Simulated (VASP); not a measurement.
# C (Pm) in VASP: further runs

C is run at these levels: PBE+D3(BJ); tasks: single point.

Everything below comes from runs of VASP 6.6.1. Logs are shortened: lines on timing, memory, paths and dates and some standing lists are left out, and cuts for length are marked.

### 1 The cell of the first run

Symmetry: Pm, No. 6, monoclinic system. The conventional cell has a = 2.465 Å, b = 6.799 Å, c = 2.465 Å, α = 90.00°, β = 119.98°, γ = 90.00°. Within 1.8 Å of C (site symmetry m) lie 3 C at 1.33 to 1.62 Å. Within 1.9 Å of C (site symmetry m) lie 3 C at 1.42 Å. Within 1.9 Å of C (site symmetry m) lie 3 C at 1.42 Å. Within 1.8 Å of C (site symmetry m) lie 3 C at 1.33 to 1.62 Å.

### 2 Single point, PBE+D3(BJ) (atom 1 (C) moved -0.200 Å towards its neighbour atom 4 (C) at 1.423 Å)

INCAR reads:

```
PREC     = Accurate       # precision mode
ENCUT    = 520            # plane-wave cutoff, eV
EDIFF    = 1E-6           # SCF threshold, eV
ISMEAR   = 0              # smearing method
SIGMA    = 0.15           # smearing width, eV
LREAL    = F              # projectors in reciprocal space
LASPH    = T              # aspherical terms in the spheres
NELM     = 60             # most SCF steps
ALGO     = Normal         # electronic algorithm
ISIF     = 2              # what is computed and relaxed
LWAVE    = F              # write WAVECAR
LCHARG   = F              # write CHGCAR
GGA      = PE             # functional
IVDW     = 12             # dispersion correction
NBANDS   = 16             # bands
```

KPOINTS reads:

```
regular mesh
0
Gamma
  22 22 8
```

POSCAR reads:

```
C
1.0
    1.2327689981     -2.1341461166      0.0000000000
    1.2327689981      2.1341461166      0.0000000000
    0.0000000000      0.0000000000      6.7989836842
C
4
Direct
    0.1769891618      0.9635390726      0.7500000000
    0.5833101797      0.4166898203      0.2500000000
    0.9166898203      0.0833101797      0.2500000000
    0.4166898203      0.5833101797      0.7500000000
```

Potentials or basis: VASP PAW PBE potentials, release 64 (C).

Started as:

```console
$ cat potpaw_PBE.64/C/POTCAR > POTCAR
$ mpirun -np 1 vasp_std > vasp.out
```

OUTCAR:

```text
PREC = Accurate
   ENCUT = 520
   EDIFF = 1E-6
   ISMEAR = 0
   LREAL = F
   LASPH = T
   NELM = 60
   ISIF = 2
   GGA = PE
   IVDW = 12
 IVDW          = 12

 ion  position               nearest neighbor table
   1  0.177  0.964  0.750-   4 1.33   4 1.33   4 1.62
   2  0.583  0.417  0.250-   3 1.42   3 1.42   3 1.42
   3  0.917  0.083  0.250-   2 1.42   2 1.42   2 1.42
   4  0.417  0.583  0.750-   1 1.33   1 1.33   1 1.62

  LATTYP: Found a base centered orthorhombic cell.
 ALAT       =     2.4655379962
 B/A-ratio  =     1.7311808781
 C/A-ratio  =     2.7576065324

  Lattice vectors:

 A1 = (   1.2327689981,  -2.1341461166,   0.0000000000)
 A2 = (   1.2327689981,   2.1341461166,   0.0000000000)
 A3 = (   0.0000000000,   0.0000000000,   6.7989836842)

Analysis of symmetry for initial positions (statically):
=====================================================================
 Subroutine PRICEL returns:
 Original cell was already a primitive cell.

 Routine SETGRP: Setting up the symmetry group for a
 base centered orthorhombic supercell.

 Subroutine GETGRP returns: Found  2 space group operations
 (whereof  1 operations were pure point group operations)
 out of a pool of  8 trial point group operations.

The static configuration has the point symmetry C_1 .
 The point group associated with its full space group is C_1h.

Analysis of symmetry for dynamics (positions and initial velocities):
=====================================================================
 Subroutine PRICEL returns:
 Original cell was already a primitive cell.

 Routine SETGRP: Setting up the symmetry group for a
 base centered orthorhombic supercell.

 Subroutine GETGRP returns: Found  2 space group operations
 (whereof  1 operations were pure point group operations)
 out of a pool of  8 trial point group operations.

The dynamic configuration has the point symmetry C_1 .
 The point group associated with its full space group is C_1h.

 Subroutine INISYM returns: Found  2 space group operations
 (whereof  1 operations are pure point group operations),
 and found     1 'primitive' translations

----------------------------------------------------------------------------------------

                                     Primitive cell

  volume of cell :      35.7750

  direct lattice vectors                    reciprocal lattice vectors
     1.232768998 -2.134146117  0.000000000     0.405590991 -0.234285739  0.000000000
     1.232768998  2.134146117  0.000000000     0.405590991  0.234285739  0.000000000
     0.000000000  0.000000000  6.798983684     0.000000000  0.000000000  0.147080806

  length of vectors
     2.464609310  2.464609310  6.798983684     0.468394983  0.468394983  0.147080806

  position of ions in fractional coordinates (direct lattice)
     0.176989162  0.963539073  0.750000000
     0.583310180  0.416689820  0.250000000
     0.916689820  0.083310180  0.250000000
     0.416689820  0.583310180  0.750000000

  ion indices of the primitive-cell ions
   primitive index   ion index
                 1           1
                 2           2
                 3           3
                 4           4

----------------------------------------------------------------------------------------

 KPOINTS: regular mesh

Automatic generation of k-mesh.
 Grid dimensions read from file:
 generate k-points for:   22   22    8

 Generating k-lattice:

  Cartesian coordinates                     Fractional coordinates (reciprocal lattice)
     0.018435954 -0.010649352  0.000000000     0.045454545  0.000000000  0.000000000
     0.018435954  0.010649352  0.000000000     0.000000000  0.045454545  0.000000000
     0.000000000  0.000000000  0.018385101     0.000000000  0.000000000  0.125000000

  Length of vectors
     0.021290681  0.021290681  0.018385101

  Shift w.r.t. Gamma in fractional coordinates (k-lattice)
     0.000000000  0.000000000  0.000000000

 Subroutine IBZKPT returns following result:
 ===========================================

 Found   1220 irreducible k-points:

 Following reciprocal coordinates:
            Coordinates               Weight
  0.000000  0.000000  0.000000      1.000000
  0.045455  0.000000  0.000000      2.000000
  0.000000  0.045455  0.000000      2.000000
  0.090909  0.000000  0.000000      2.000000
  0.000000  0.090909  0.000000      2.000000
  0.136364  0.000000  0.000000      2.000000
[... 16 lines left out ...]
  0.000000  0.500000  0.000000      1.000000
  0.045455  0.045455  0.000000      2.000000
 [... further k-points ...]
   k-points           NKPTS =   1220   k-points in BZ     NKDIM =   1220   number of bands    NBANDS=     16
   number of dos      NEDOS =    301   number of ions     NIONS =      4
   total plane-waves  NPLWV =  17496
   dimension x,y,z NGX =    18 NGY =   18 NGZ =   54
   dimension x,y,z NGXF=    36 NGYF=   36 NGZF=  108
   ions per type =               4
   NGX,Y,Z   is equivalent  to a cutoff of  12.14, 12.14, 13.20 a.u.
   NGXF,Y,Z  is equivalent  to a cutoff of  24.28, 24.28, 26.41 a.u.
 SYSTEM =  unknown system
   PREC   = accura    normal or accurate (medium, high low for compatibility)
   ISTART =      0    job   : 0-new  1-cont  2-samecut
   ICHARG =      2    charge: 1-file 2-atom 10-const
   ISPIN  =      1    spin polarized calculation?
   LNONCOLLINEAR =      F non collinear calculations
   LSORBIT =      F    spin-orbit coupling
   LASPH  =      T    aspherical Exc in radial PAW
   ENCUT  =  520.0 eV  38.22 Ry    6.18 a.u.   4.58  4.58 12.64*2*pi/ulx,y,z
   NELM   =     60;   NELMIN=  2; NELMDL= -5     # of ELM steps
   EDIFF  = 0.1E-05   stopping-criterion for ELM
   LREAL  =      F    real-space projection
   EDIFFG = 0.1E-04   stopping-criterion for IOM
   NSW    =      0    number of steps for IOM
   IBRION =     -1    ionic relax: 0-MD 1-quasi-New 2-CG
   NFREE  =      0    steps in history (QN), initial steepest desc. (CG)
   ISIF   =      2    stress and relaxation
   ISYM   =      2    0-nonsym 1-usesym 2-fastsym
   POTIM  = 0.5000    time-step for ionic-motion
   TEBEG  =    0.0;   TEEND  =   0.0 temperature during run
   PSTRESS=    0.0 pullay stress
   NELECT =      16.0000    total number of electrons
   NUPDOWN=      -1.0000    fix difference up-down
   EMIN   =  10.00;   EMAX   =-10.00  energy-range for DOS
   EFERMI =   0.00;   METHOD = LEGACY
   ISMEAR =     0;   SIGMA  =   0.15  broadening in eV -4-tet -1-fermi 0-gaus
   EFERMI_NEDOS =   21; number of points for ismear=-14 and -15
   IALGO  =     38    algorithm
   IMIX   =      4    mixing-type and parameters
     AMIX     =   0.40;   BMIX     =  1.00
     AMIX_MAG =   1.60;   BMIX_MAG =  1.00
  volume/ion in A,a.u.               =       8.94        60.36
  Fermi-wavevector in a.u.,A,eV,Ry     =   1.251954  2.365849 21.325603  1.567388
  Thomas-Fermi vector in A             =   2.385877
   LORBIT       =      0    0 simple, 1 ext, 2 COOP (PROOUT), +10 PAW based schemes
   GGA     = PE    functional components
   LHFCALC =     F    Hartree Fock is set to
   AEXX    =    0.0000 exact exchange contribution
   IVDW    =    12    specifies the selected vdW correction
   LEPSILON=     F    determine dielectric tensor
   LRPA    =     F    only Hartree local field effects (RPA)
 non-spin polarized calculation
 Gauss-broadening in eV      SIGMA  =   0.15
  energy-cutoff  :      520.00
  volume of cell :       35.78
 maximum number of plane-waves:       986
   NGX =  9   NGY =  9   NGZ = 25

 number of electron      15.9999999 magnetization

 Free energy of the ion-electron system (eV)
  ---------------------------------------------------
  ext. energy  EPLUGINS =         0.00000000
  ---------------------------------------------------
  free energy    TOTEN  =       -35.95391568 eV

  energy without entropy =      -35.95224478  energy(sigma->0) =      -35.95308023

 E-fermi :   4.7042     XC(G=0): -10.2220

 val. band max:        4.6975297873   @ k =   0.2727   0.4091  -0.3750
 cond. band min:       4.7568546410   @ k =   0.2727   0.4091  -0.2500
 fundamental gap:      0.0593248537
 Fermi energy:         4.7042391564

 k-point     1 :       0.0000    0.0000    0.0000
  band No.  band energies     occupation
      1     -15.1099      2.00000
      2     -14.8404      2.00000
      3      -3.9459      2.00000
      4      -2.1252      2.00000
      5      -1.2545      2.00000
      6       1.5090      2.00000
[... 8 lines left out ...]
     15      16.3035      0.00000
     16      16.8793      0.00000

 k-point     2 :       0.0455    0.0000    0.0000
  band No.  band energies     occupation
      1     -15.0604      2.00000
      2     -14.7916      2.00000
      3      -3.8880      2.00000
      4      -2.0719      2.00000
      5      -1.3083      2.00000
      6       1.3092      2.00000
[... 8 lines left out ...]
     15      16.1888      0.00000
     16      17.0201      0.00000

 k-point     3 :       0.0000    0.0455    0.0000
  band No.  band energies     occupation
      1     -15.0613      2.00000
      2     -14.7927      2.00000
      3      -3.8854      2.00000
      4      -2.0682      2.00000
      5      -1.3724      2.00000
      6       1.3099      2.00000
[... 8 lines left out ...]
     15      16.1065      0.00000
     16      16.9568      0.00000

 k-point     4 :       0.0909    0.0000    0.0000
  band No.  band energies     occupation
      1     -14.9120      2.00000
      2     -14.6456      2.00000
      3      -3.7150      2.00000
      4      -1.9129      2.00000
      5      -1.4618      2.00000
      6       0.7418      2.00000
[... 8 lines left out ...]
     15      15.8717      0.00000
     16      17.3391      0.00000
[... 324 lines left out ...]
 k-point    22 :       0.5000    0.0000    0.0000
  band No.  band energies     occupation
      1     -10.3048      2.00000
      2      -9.7376      2.00000
      3      -8.6895      2.00000
      4      -7.2214      2.00000
      5      -3.3826      2.00000
      6      -1.8655      2.00000
[... 8 lines left out ...]
     15      18.2362      0.00000
     16      19.0121      0.00000

 k-point    23 :       0.0000    0.5000    0.0000
  band No.  band energies     occupation
      1      -9.7586      2.00000
      2      -9.6482      2.00000
      3      -9.4027      2.00000
      4      -8.6851      2.00000
      5      -1.8659      2.00000
      6      -0.6808      2.00000
[... 8 lines left out ...]
     15      19.0657      0.00000
     16      19.5084      0.00000

 k-point    24 :       0.0455    0.0455    0.0000
  band No.  band energies     occupation
      1     -14.9623      2.00000
      2     -14.6954      2.00000
      3      -3.7699      2.00000
      4      -1.9621      2.00000
      5      -1.4804      2.00000
      6       0.9373      2.00000
[... 8 lines left out ...]
     15      15.8969      0.00000
     16      17.1594      0.00000

 [... further k-points ...]

------------------------ aborting loop because EDIFF is reached ----------------------------------------

 Edisp (eV)   -0.61746

 E8    (eV) :    -0.1747

  FORCE on cell =-STRESS in cart. coord.  units (eV):
  Direction    XX          YY          ZZ          XY          YZ          ZX
  --------------------------------------------------------------------------------------
  -------------------------------------------------------------------------------------
  Total       1.42831     3.46620    -0.02122     1.78989     0.00000     0.00000
  in kB      63.96659   155.23312    -0.95043    80.15987     0.00000     0.00000
  external pressure =       72.75 kB  Pullay stress =        0.00 kB

 VOLUME and BASIS-vectors are now :
 -----------------------------------------------------------------------------
  energy-cutoff  :      520.00
  volume of cell :       35.78
      direct lattice vectors                 reciprocal lattice vectors
     1.232768998 -2.134146117  0.000000000     0.405590991 -0.234285739  0.000000000
     1.232768998  2.134146117  0.000000000     0.405590991  0.234285739  0.000000000
     0.000000000  0.000000000  6.798983684     0.000000000  0.000000000  0.147080806

 POSITION                                       TOTAL-FORCE (eV/Angst)
 -----------------------------------------------------------------------------------
      1.40601      1.67861      5.09924        -6.761138      3.815142      0.000000
      1.23277     -0.35559      1.69975         0.025185      0.008301      0.000000
      1.23277     -1.77855      1.69975        -0.017390     -0.005584      0.000000
      1.23277      0.35559      5.09924         6.753343     -3.817859      0.000000
 -----------------------------------------------------------------------------------
    total drift:                               -0.000096      0.000053     -0.000000

  FREE ENERGIE OF THE ION-ELECTRON SYSTEM (eV)
  ---------------------------------------------------
  free  energy   TOTEN  =       -36.5713769053 eV

  energy  without entropy=      -36.5697059976  energy(sigma->0) =      -36.57054145
```

Wall time 4.1 min (1 thread of Intel Xeon 6975P-C (Granite Rapids), shared host); peak memory 0.56 GiB.

What came out:

| Item | Value |
| --- | --- |
| Free energy | -36.5714 eV |
| Pressure | 7.3 GPa |
| Largest force | 7.763 eV/Å |
| Band gap on the k mesh | zero (band 8 reaches 4.90 eV, above the bottom of band 9 at 4.65 eV) |
| Dispersion energy per atom | -0.154 eV |

Forces in eV/Å, atoms in the order of the input:
```
C   -6.761  3.815  0.000
C    0.025  0.008  0.000
C   -0.017 -0.006  0.000
C    6.753 -3.818  0.000
```

Stress tensor (GPa, compression positive):
```
 6.40  8.02  0.00
 8.02 15.52  0.00
 0.00  0.00 -0.10
```

Caveat: the cell differs from its parent crystal (atom 1 (C) moved -0.200 Å towards its neighbour atom 4 (C) at 1.423 Å); forces of over 1 eV/Å act on the atoms, so gaps and moduli don't describe the material at rest.

### 3 Single point, PBE+D3(BJ) (atom 1 (C) moved +0.160 Å towards its neighbour atom 4 (C) at 1.423 Å)

INCAR reads:

```
ALGO = Normal
EDIFF = 1E-6
ENCUT = 520
GGA = PE
ISIF = 2
ISMEAR = 0
IVDW = 12
LASPH = True
LCHARG = False
LREAL = False
LWAVE = False
NBANDS = 16
NELM = 100
PREC = Accurate
SIGMA = 0.15
```

KPOINTS reads:

```
k-points
0
Gamma
  22 22 8
```

Edit POSCAR of step 2 so:

```diff
@@ -8,3 +8,3 @@
 Direct
-    0.1769891618      0.9635390726      0.7500000000
+    0.0083669940      0.8792104185      0.7500000000
     0.5833101797      0.4166898203      0.2500000000
```

Potentials or basis: VASP PAW PBE potentials, release 64 (C).

Started as:

```console
$ cat potpaw_PBE.64/C/POTCAR > POTCAR
$ mpirun -np 1 vasp_std > vasp.out
```

Run time: 3.8 min. Hardware: 1 thread of Intel Xeon 6975P-C (Granite Rapids), shared host; peak memory 0.56 GiB.

Results (log left out):

```
Free energy                : -36.6780 eV
Pressure                   : 7.3 GPa
Largest force              : 10.501 eV/Å
Band gap on the k mesh     : zero (band 8 reaches 4.40 eV, above the bottom of band 9 at 4.30 eV)
Dispersion energy per atom : -0.154 eV
```

Forces in eV/Å, atoms in the order of the input:
```
C    9.102 -5.237  0.000
C   -0.035 -0.019  0.000
C    0.032  0.015  0.000
C   -9.098  5.241  0.000
```

Stress tensor (GPa, compression positive):
```
16.57 -9.86  0.00
-9.86  5.13  0.00
 0.00  0.00  0.16
```

Levels at points of the mesh, in eV from the Fermi level:
| k point | band 6 | band 7 | band 8 | band 9 | band 10 | band 11 |
| --- | --- | --- | --- | --- | --- | --- |
| (0.00, 0.00, 0.00) | -2.85 | -2.84 | -0.24 | 4.41 | 5.57 | 8.51 |
| (0.50, 0.00, 0.00) | -5.25 | -2.33 | -1.01 | 0.31 | 2.12 | 7.58 |
| (0.00, 0.50, 0.00) | -6.22 | -2.84 | -2.25 | 2.00 | 3.13 | 6.55 |
| (0.50, 0.50, 0.00) | -6.23 | -3.14 | -1.73 | 1.50 | 3.40 | 6.52 |
| (0.00, 0.00, 0.50) | -2.85 | -2.84 | -0.24 | 5.57 | 6.88 | 6.96 |
| (0.50, 0.00, 0.50) | -5.25 | -2.20 | -0.86 | 0.09 | 1.83 | 7.57 |
| (0.00, 0.50, 0.50) | -6.22 | -2.77 | -2.19 | 1.82 | 2.91 | 6.55 |
| (0.50, 0.50, 0.50) | -6.23 | -2.76 | -2.19 | 1.84 | 2.92 | 6.54 |

Caveat: the cell differs from its parent crystal (atom 1 (C) moved +0.160 Å towards its neighbour atom 4 (C) at 1.423 Å); forces of over 1 eV/Å act on the atoms, so gaps and moduli don't describe the material at rest.
